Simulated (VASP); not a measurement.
Runs of VASP 6.6.1 on ScAl3. The structure is that of space group Pm-3m (No. 221), or close to it. The cells are those of the table. 

```tsv
task	level	cell	k mesh	smearing	k mesh for the DOS	occupations for the DOS	gap on the mesh (eV)	pressure (GPa)
single point	PBE	a = 4.105 Å, 4 atoms	8 × 8 × 8	gaussian 0.15 eV	-	-	none	0.1
single point	PBE	a = 3.934 Å, 4 atoms	10 × 10 × 10	gaussian 0.1 eV	-	-	none	(a)
single point	PBE	a = 4.064 Å, 4 atoms	10 × 10 × 10	gaussian 0.1 eV	-	-	none	2.8
single point	PBEsol	a = 4.105 Å, 4 atoms	10 × 10 × 10	gaussian 0.1 eV	-	-	none	-2.1
```

Alike in all rows: potentials or basis VASP PAW PBE potentials, release 64 (Sc_sv, Al); no spin polarisation; cutoff (eV) 520.

Task: Estimate the missing entries.

Result: (a) 14.4.

Caveats: the PAW data sets were made with another functional, which shifts forces and pressure a little (some runs).

A gap of «none» marks levels without a gap at the run's occupations.
